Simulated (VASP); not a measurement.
# Ge2P (P6/mmm) in VASP: notebook

Ge2P is run at these levels: PBE; tasks: single point, relaxation of cell and atoms.

All numbers are computed with VASP 6.6.1; they aren't measurements. Logs are shortened: lines on timing, memory, paths and dates and some standing lists are left out, and cuts for length are marked.

## Step 1: The cell of the first run

It takes space group P6/mmm (No. 191, hexagonal). The conventional cell has a = 3.855 Å, b = 3.855 Å, c = 4.164 Å, α = 90.00°, β = 90.00°, γ = 120.00°. Within 2.9 Å of Ge (site symmetry -6m2) lie 3 Ge at 2.23 Å. P (site symmetry 6/mmm) has 12 Ge at 3.05 Å and 6 P at 3.86 Å within 4.0 Å.

The cell was generated, and may not be a known phase.

## Step 2: Single point, PBE

INCAR reads:

```
SYSTEM = Ge2P
PREC = Accurate
ENCUT = 520
EDIFF = 1E-6
ISMEAR = 0
SIGMA = 0.1
LREAL = .FALSE.
LASPH = .TRUE.
NELM = 60
ALGO = Normal
ISIF = 2
LWAVE = .FALSE.
LCHARG = .TRUE.
GGA = PE
LELF = .TRUE.
LVHAR = .TRUE.
NBANDS = 24
```

KPOINTS reads:

```
Automatic mesh
0
G
  6 6 4
  0 0 0
```

POSCAR reads:

```
Ge2P
1.0
    3.8553132500      0.0000000000      0.0000000000
   -1.9276566200      3.3387992100      0.0000000000
    0.0000000000      0.0000000000      4.1637361900
Ge P
2 1
Direct
    0.3333333300      0.6666666700      0.5000000000
    0.6666666700      0.3333333300      0.5000000000
    0.0000000000      0.0000000000      0.0000000000
```

Potentials or basis: VASP PAW PBE potentials, release 64 (Ge_d, P).

On the command line:

```
cat potpaw_PBE.64/Ge_d/POTCAR potpaw_PBE.64/P/POTCAR > POTCAR
mpirun -np 1 vasp_std > vasp.out
```

OUTCAR:

```text
SYSTEM = Ge2P
   PREC = Accurate
   ENCUT = 520
   EDIFF = 1E-6
   ISMEAR = 0
   LREAL = .FALSE.
   LASPH = .TRUE.
   NELM = 60
   ISIF = 2
   GGA = PE

 ion  position               nearest neighbor table
   1  0.333  0.667  0.500-   2 2.23   2 2.23   2 2.23
   2  0.667  0.333  0.500-   1 2.23   1 2.23   1 2.23
   3  0.000  0.000  0.000-

  LATTYP: Found a hexagonal cell.
 ALAT       =     3.8553132500
 C/A-ratio  =     1.0799994501

  Lattice vectors:

 A1 = (   3.8553132500,   0.0000000000,   0.0000000000)
 A2 = (  -1.9276566200,   3.3387992100,   0.0000000000)
 A3 = (   0.0000000000,   0.0000000000,   4.1637361900)

Analysis of symmetry for initial positions (statically):
=====================================================================
 Subroutine PRICEL returns:
 Original cell was already a primitive cell.

 Routine SETGRP: Setting up the symmetry group for a
 hexagonal supercell.

 Subroutine GETGRP returns: Found 24 space group operations
 (whereof 24 operations were pure point group operations)
 out of a pool of 24 trial point group operations.

The static configuration has the point symmetry D_6h.

Analysis of symmetry for dynamics (positions and initial velocities):
=====================================================================
 Subroutine PRICEL returns:
 Original cell was already a primitive cell.

 Routine SETGRP: Setting up the symmetry group for a
 hexagonal supercell.

 Subroutine GETGRP returns: Found 24 space group operations
 (whereof 24 operations were pure point group operations)
 out of a pool of 24 trial point group operations.

The dynamic configuration has the point symmetry D_6h.

 Subroutine INISYM returns: Found 24 space group operations
 (whereof 24 operations are pure point group operations),
 and found     1 'primitive' translations

----------------------------------------------------------------------------------------

                                     Primitive cell

  volume of cell :      53.5961

  direct lattice vectors                    reciprocal lattice vectors
     3.855313250  0.000000000  0.000000000     0.259382295  0.149754438  0.000000000
    -1.927656620  3.338799210  0.000000000     0.000000000  0.299508876  0.000000000
     0.000000000  0.000000000  4.163736190     0.000000000  0.000000000  0.240168914

  length of vectors
     3.855313250  3.855313244  4.163736190     0.299508876  0.299508876  0.240168914

[... 75 lines left out ...]
   LASPH  =      T    aspherical Exc in radial PAW
   ENCUT  =  520.0 eV  38.22 Ry    6.18 a.u.   7.17  7.17  7.74*2*pi/ulx,y,z
   NELM   =     60;   NELMIN=  2; NELMDL= -5     # of ELM steps
   EDIFF  = 0.1E-05   stopping-criterion for ELM
   LREAL  =      F    real-space projection
   EDIFFG = 0.1E-04   stopping-criterion for IOM
   NSW    =      0    number of steps for IOM
   IBRION =     -1    ionic relax: 0-MD 1-quasi-New 2-CG
   NFREE  =      0    steps in history (QN), initial steepest desc. (CG)
   ISIF   =      2    stress and relaxation
   ISYM   =      2    0-nonsym 1-usesym 2-fastsym
   POTIM  = 0.5000    time-step for ionic-motion
   TEBEG  =    0.0;   TEEND  =   0.0 temperature during run
   PSTRESS=    0.0 pullay stress
   NELECT =      33.0000    total number of electrons
   NUPDOWN=      -1.0000    fix difference up-down
   EMIN   =  10.00;   EMAX   =-10.00  energy-range for DOS
   EFERMI =   0.00;   METHOD = LEGACY
   ISMEAR =     0;   SIGMA  =   0.10  broadening in eV -4-tet -1-fermi 0-gaus
   EFERMI_NEDOS =   21; number of points for ismear=-14 and -15
   IALGO  =     38    algorithm
   IMIX   =      4    mixing-type and parameters
     AMIX     =   0.40;   BMIX     =  1.00
     AMIX_MAG =   1.60;   BMIX_MAG =  1.00
  volume/ion in A,a.u.               =      17.87       120.56
  Fermi-wavevector in a.u.,A,eV,Ry     =   1.392735  2.631887 26.391359  1.939710
  Thomas-Fermi vector in A             =   2.516449
   LORBIT       =      0    0 simple, 1 ext, 2 COOP (PROOUT), +10 PAW based schemes
   GGA     = PE    functional components
   LHFCALC =     F    Hartree Fock is set to
   AEXX    =    0.0000 exact exchange contribution
   IVDW    =     0    specifies the selected vdW correction
   LEPSILON=     F    determine dielectric tensor
   LRPA    =     F    only Hartree local field effects (RPA)
 non-spin polarized calculation
 Gauss-broadening in eV      SIGMA  =   0.10
  energy-cutoff  :      520.00
  volume of cell :       53.60
 maximum number of plane-waves:      1476
 NGX is ok and might be reduce to    30
   NGX = 15   NGY = 15   NGZ = 15

 number of electron      33.0000002 magnetization

 Free energy of the ion-electron system (eV)
  ---------------------------------------------------
  ext. energy  EPLUGINS =         0.00000000
  ---------------------------------------------------
  free energy    TOTEN  =       -11.22987057 eV

  energy without entropy =      -11.22248716  energy(sigma->0) =      -11.22617886

 E-fermi :   7.0631     XC(G=0): -11.0536

 val. band max:        7.0619021032   @ k =   0.0000   0.0000   0.2500
 cond. band min:       7.1047520798   @ k =   0.1667   0.1667   0.0000
 fundamental gap:      0.0428499766
 Fermi energy:         7.0631496612

 k-point     1 :       0.0000    0.0000    0.0000
  band No.  band energies     occupation
      1     -18.3717      2.00000
      2     -18.2697      2.00000
      3     -18.2697      2.00000
      4     -18.2340      2.00000
      5     -18.2340      2.00000
      6     -18.0292      2.00000
[... 556 lines left out ...]
     23      17.2939      0.00000
     24      18.6229      0.00000

------------------------ aborting loop because EDIFF is reached ----------------------------------------

  FORCE on cell =-STRESS in cart. coord.  units (eV):
  Direction    XX          YY          ZZ          XY          YZ          ZX
  --------------------------------------------------------------------------------------
  -------------------------------------------------------------------------------------
  Total        9.3027048      9.3027048     -0.3306781      0.0000000      0.0000000      0.0000000
  in kB      278.0908152    278.0908146     -9.8851397      0.0000004      0.0000000      0.0000000
  external PRESSURE =     182.0988300 kB  Pullay stress =       0.0000000 kB

 VOLUME and BASIS-vectors are now :
 -----------------------------------------------------------------------------
  energy-cutoff  :      520.00
  volume of cell :       53.60
      direct lattice vectors                 reciprocal lattice vectors
     3.855313250  0.000000000  0.000000000     0.259382295  0.149754438  0.000000000
    -1.927656620  3.338799210  0.000000000     0.000000000  0.299508876  0.000000000
     0.000000000  0.000000000  4.163736190     0.000000000  0.000000000  0.240168914

 POSITION                                       TOTAL-FORCE (eV/Angst)
 -----------------------------------------------------------------------------------
     -0.00000      2.22587      2.08187        -0.000000     -0.000000     -0.000000
      1.92766      1.11293      2.08187         0.000000      0.000000      0.000000
      0.00000      0.00000      0.00000         0.000000      0.000000     -0.000000
 -----------------------------------------------------------------------------------
    total drift:                               -0.000000      0.000000      0.000000

  FREE ENERGIE OF THE ION-ELECTRON SYSTEM (eV)
  ---------------------------------------------------
  free  energy   TOTEN  =       -11.2298705660 eV

  energy  without entropy=      -11.2224871632  energy(sigma->0) =      -11.22617886
```

OSZICAR:

```text
N       E                     dE             d eps       ncg     rms          rms(c)
DAV:   1     0.247657651391E+03    0.24766E+03   -0.15739E+04  1200   0.348E+03
DAV:   2     0.251770235771E+02   -0.22248E+03   -0.21243E+03  1032   0.723E+02
DAV:   3    -0.100091316550E+02   -0.35186E+02   -0.34718E+02  1248   0.149E+02
DAV:   4    -0.113156476939E+02   -0.13065E+01   -0.13057E+01  1152   0.333E+01
DAV:   5    -0.113416200444E+02   -0.25972E-01   -0.25971E-01  1280   0.519E+00    0.427E+00
DAV:   6    -0.112678331484E+02    0.73787E-01   -0.33477E-02  1496   0.318E+00    0.247E+00
DAV:   7    -0.112293718125E+02    0.38461E-01   -0.41330E-02  1712   0.307E+00    0.224E-01
DAV:   8    -0.112298851259E+02   -0.51331E-03   -0.79659E-03  1144   0.703E-01    0.106E-01
DAV:   9    -0.112298502146E+02    0.34911E-04   -0.42823E-04  1312   0.280E-01    0.352E-02
DAV:  10    -0.112298699133E+02   -0.19699E-04   -0.61887E-05  1144   0.572E-02    0.161E-02
DAV:  11    -0.112298705660E+02   -0.65270E-06   -0.37730E-06  1216   0.267E-02
   1 F= -.11229871E+02 E0= -.11226179E+02  d E =-.738340E-02
```

It took 23 s on 1 thread of Intel Xeon Platinum 8124M at 3.00GHz (Skylake/Cascade Lake), shared host; peak memory 0.17 GiB.

Results:

| Quantity | Value |
| --- | --- |
| Free energy | -11.2299 eV |
| Pressure | 18.2 GPa |
| Band gap on the k mesh | zero (an odd number of electrons rules out a gap without spin polarisation) |

Caveat: the k points lie up to 0.38 Å⁻¹ apart, too coarse for converged energies and pressures of a metal.

## Step 3: Single point, PBE

This run uses another cell than the first one, of 18.12 Å³/atom.

INCAR reads:

```
ALGO = Normal
EDIFF = 1E-6
ENCUT = 520
GGA = PE
ISIF = 2
ISMEAR = 0
LASPH = True
LCHARG = False
LREAL = False
LWAVE = False
NBANDS = 24
NELM = 100
PREC = Accurate
SIGMA = 0.1
```

KPOINTS reads:

```
k-points
0
Gamma
  6 6 4
```

POSCAR reads:

```
Ge2P
1.0
    4.5597805025     -0.0000000034      0.0000000000
   -2.2798902483      3.9488857525      0.0000000000
    0.0000000000      0.0000000000      3.0191359234
Ge P
2 1
Direct
    0.3333333333      0.6666666667      0.5000000000
    0.6666666667      0.3333333333      0.5000000000
    0.0000000000      0.0000000000      0.0000000000
```

Potentials or basis: VASP PAW PBE potentials, release 64 (Ge_d, P).

On the command line:

```
cat potpaw_PBE.64/Ge_d/POTCAR potpaw_PBE.64/P/POTCAR > POTCAR
mpirun -np 1 vasp_std > vasp.out
```

OUTCAR:

```text
EDIFF = 1E-6
   ENCUT = 520
   GGA = PE
   ISIF = 2
   ISMEAR = 0
   LASPH = True
   LREAL = False
   NELM = 100
   PREC = Accurate

 ion  position               nearest neighbor table
   1  0.333  0.667  0.500-   2 2.63   2 2.63   2 2.63
   2  0.667  0.333  0.500-   1 2.63   1 2.63   1 2.63
   3  0.000  0.000  0.000-

  LATTYP: Found a hexagonal cell.
[... 755 lines left out ...]

------------------------ aborting loop because EDIFF is reached ----------------------------------------

  FORCE on cell =-STRESS in cart. coord.  units (eV):
  Direction    XX          YY          ZZ          XY          YZ          ZX
  --------------------------------------------------------------------------------------
  -------------------------------------------------------------------------------------
  Total       -0.0551622     -0.0551622     -0.0569462     -0.0000000     -0.0000000      0.0000000
  in kB       -1.6257387     -1.6257387     -1.6783164     -0.0000000     -0.0000000      0.0000000
  external PRESSURE =      -1.6432646 kB  Pullay stress =       0.0000000 kB

 VOLUME and BASIS-vectors are now :
 -----------------------------------------------------------------------------
  energy-cutoff  :      520.00
  volume of cell :       54.36
      direct lattice vectors                 reciprocal lattice vectors
     4.559780502 -0.000000003  0.000000000     0.219308802  0.126617996  0.000000000
    -2.279890248  3.948885752  0.000000000     0.000000000  0.253235992  0.000000000
     0.000000000  0.000000000  3.019135923     0.000000000  0.000000000  0.331220596

 POSITION                                       TOTAL-FORCE (eV/Angst)
 -----------------------------------------------------------------------------------
      0.00000      2.63259      1.50957         0.000000     -0.000000     -0.000000
      2.27989      1.31630      1.50957        -0.000000      0.000000      0.000000
      0.00000      0.00000      0.00000         0.000000     -0.000000     -0.000000
 -----------------------------------------------------------------------------------
    total drift:                                0.000000      0.000000     -0.000000

  FREE ENERGIE OF THE ION-ELECTRON SYSTEM (eV)
  ---------------------------------------------------
  free  energy   TOTEN  =       -12.8361569673 eV

  energy  without entropy=      -12.8254100621  energy(sigma->0) =      -12.83078351
```

OSZICAR:

```text
N       E                     dE             d eps       ncg     rms          rms(c)
DAV:   1     0.234548195074E+03    0.23455E+03   -0.15748E+04  1200   0.337E+03
DAV:   2     0.227271574140E+02   -0.21182E+03   -0.20233E+03  1032   0.694E+02
DAV:   3    -0.116392556947E+02   -0.34366E+02   -0.33822E+02  1208   0.147E+02
DAV:   4    -0.128645102308E+02   -0.12253E+01   -0.12226E+01  1120   0.311E+01
DAV:   5    -0.128893794610E+02   -0.24869E-01   -0.24868E-01  1248   0.501E+00    0.313E+00
DAV:   6    -0.128496458139E+02    0.39734E-01   -0.47628E-02  1400   0.278E+00    0.184E+00
DAV:   7    -0.128374643526E+02    0.12181E-01   -0.21629E-02  1448   0.121E+00    0.524E-01
DAV:   8    -0.128361432526E+02    0.13211E-02   -0.32361E-03  1336   0.427E-01    0.834E-02
DAV:   9    -0.128361405002E+02    0.27524E-05   -0.33799E-04  1264   0.226E-01    0.466E-02
DAV:  10    -0.128361586460E+02   -0.18146E-04   -0.49067E-05  1320   0.975E-02    0.703E-03
DAV:  11    -0.128361566533E+02    0.19927E-05   -0.86024E-06  1264   0.503E-02    0.505E-03
DAV:  12    -0.128361569673E+02   -0.31397E-06   -0.19510E-07   760   0.457E-03
   1 F= -.12836157E+02 E0= -.12830784E+02  d E =-.107469E-01
```

stdout:

```text
POSCAR found type information on POSCAR GeP
 POSCAR found :  2 types and       3 ions
 scaLAPACK will be used
 LDA part: xc-table for (Slater+PW92), standard interpolation
 POSCAR, INCAR and KPOINTS ok, starting setup
 FFT: planning ... GRIDC
 FFT: planning ... GRID_SOFT
 FFT: planning ... GRID
 WAVECAR not read
 entering main loop
```

Wall time 20 s (1 thread of Intel Xeon Platinum 8124M at 3.00GHz (Skylake/Cascade Lake), shared host); peak memory 0.18 GiB.

Results:

```
Free energy            : -12.8362 eV
Pressure               : -0.2 GPa
Band gap on the k mesh : zero (an odd number of electrons rules out a gap without spin polarisation)
```

Levels at points of the mesh, in eV from the Fermi level:
```
           k point  band 15  band 16  band 17  band 18  band 19  band 20
(0.00, 0.00, 0.00)    -3.42    -2.99    -2.99     1.10     5.54     6.20
(0.50, 0.00, 0.00)     0.88     1.63     2.24     2.34     4.23     4.48
(0.00, 0.00, 0.50)    -1.71    -0.82    -0.82    -0.81    -0.81     0.53
(0.50, 0.00, 0.50)    -3.31    -2.28    -1.78    -1.40     3.53     4.38
```

Caveat: the k points lie up to 0.52 Å⁻¹ apart, too coarse for converged energies and pressures of a metal.

(Part 1 of 2 ends here.)

The gap in the log of VASP goes by the Fermi energy; the results here count the filled bands.